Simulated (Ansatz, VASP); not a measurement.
Two plane-wave programs on AlRu

```
Al Ru
1.0
     2.97633    0.00000    0.00000
     0.00000    2.97633    0.00000
     0.00000    0.00000    5.95265
Al Ru
2 2
Direct
  0.00000 0.00000 0.99264
  0.00000 0.00000 0.50736
  0.49483 0.50000 0.25000
  0.50517 0.50000 0.75000
```

Change from the starting cell: mode 4 frozen in at -0.015 Å and mode 12 at -0.044 Å (largest displacements).

Alike in both runs: task single point; functional PBEsol; k mesh 16 × 16 × 8; occupations gaussian, width 0.15 eV; no spin polarisation.

|  | VASP | Ansatz |
| --- | --- | --- |
| version | VASP 6.6.1 | Ansatz 0.2.0 |
| potentials or method | VASP PAW PBE potentials, release 64 (Al, Ru_pv), cutoff 520 eV | scalar-relativistic, plane waves, PAW |
| valence electrons in the cell | 34 | 38 |

Ansatz gave:

- gap on the k mesh at the Fermi level (eV): none
- pressure (GPa): 0.2
- traceless stress, the component that is largest in VASP (GPa): 0.08
- rms of the force components (eV/Å): 0.213

Problem. What did VASP give for the same quantities?

Solution. gap on the k mesh at the Fermi level (eV): none; pressure (GPa): 0.3; traceless stress, the component that is largest in VASP (GPa): 0.08; rms of the force components (eV/Å): 0.214.

VASP's potentials were made for PBE, not for PBEsol, and Ansatz warns of the same on its side. Atom by atom the forces differ by 0.001 eV/Å (rms over components). A gap of «none» marks a metal or a gap that the smearing closes. The functional is the same, so the differences come from potentials, cutoffs and numerics. VASP's potentials hold 34 valence electrons a cell and Ansatz's 38, so a difference there can come from the potentials and not from the codes.
